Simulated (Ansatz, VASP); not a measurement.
**As in VASP and in Ansatz**

Contents of POSCAR:

```
As
1.0
    1.7741449870     -5.5444316501      0.0000000000
    1.7741449870      5.5444316501      0.0000000000
    0.0000000000      0.0000000000      4.6052275547
As
4
Direct
    0.1042544959      0.8957455041      0.9264712218
    0.6042544959      0.3957455041      0.5735287782
    0.8957455041      0.1042544959      0.0735287782
    0.3957455041      0.6042544959      0.4264712218
```

INCAR.step1

```
SYSTEM = As
PREC = Accurate
ENCUT = 520
ISMEAR = -1
SIGMA = 0.1
LREAL = .False.
LASPH = .True.
NELM = 80
NBANDS = 18
GGA = PE
ALGO = Normal
EDIFF = 1E-4
LWAVE = .True.
LCHARG = .False.
```

INCAR.step2

```
SYSTEM = As
PREC = Accurate
ENCUT = 520
EDIFF = 1E-6
ISMEAR = -1
SIGMA = 0.1
LREAL = .False.
LASPH = .True.
NELM = 80
ALGO = Normal
ISIF = 2
LWAVE = .False.
LCHARG = .False.
METAGGA = R2SCAN
LMIXTAU = .True.
NBANDS = 18
ISTART = 1
```

The input KPOINTS:

```
regular mesh
0
Gamma
  10 10 8
  0 0 0
```

Input for Ansatz:

```yaml
crystal:
  lattice:
    - [1.774144987, -5.5444316501, 0.0]
    - [1.774144987, 5.5444316501, 0.0]
    - [0.0, 0.0, 4.6052275547]
  atoms:
    - { symbol: As, position: [0.1042544959, 0.8957455041, 0.9264712218] }
    - { symbol: As, position: [0.6042544959, 0.3957455041, 0.5735287782] }
    - { symbol: As, position: [0.8957455041, 0.1042544959, 0.0735287782] }
    - { symbol: As, position: [0.3957455041, 0.6042544959, 0.4264712218] }
hamiltonian:
  xc: r2scan
  pseudopotentials:
    kind: paw
    azcp:
      As: "pseudopotentials/As.paw.azcp"
basis:
  ecutwfc: 500
  fft_grid_basis: typed
kpoints:
  mp_grid: { grid: [10, 10, 8], shift: [0, 0, 0] }
magnetization:
  spin_polarized: false
scf:
  occupations: { method: fermi_dirac, width: 0.1 }
  lower_state_search: "off"
output:
  stress: true
```

Alike in both runs: task single point; functional r2SCAN; k mesh 10 × 10 × 8; occupations fermi-dirac, width 0.1 eV; no spin polarisation.

|  | VASP | Ansatz |
| --- | --- | --- |
| version | VASP 6.6.1 | Ansatz 0.2.0 |
| potentials or method | VASP PAW PBE potentials, release 64 (As), cutoff 520 eV | plane waves (500 eV) with PAW, scalar-relativistic |
| valence electrons in the cell | 20 | 60 |

```tsv
	VASP	Ansatz	Ansatz less VASP
pressure (GPa)	6.5	6.3	-0.21
traceless stress, the component that is largest in VASP (GPa)	0.66	0.71	+0.049
```

VASP's potentials were made for PBE, not for r2SCAN. The functional is the same, so the differences come from potentials, cutoffs and numerics. VASP's potentials hold 20 valence electrons a cell and Ansatz's 60, so a difference there can come from the potentials and not from the codes.
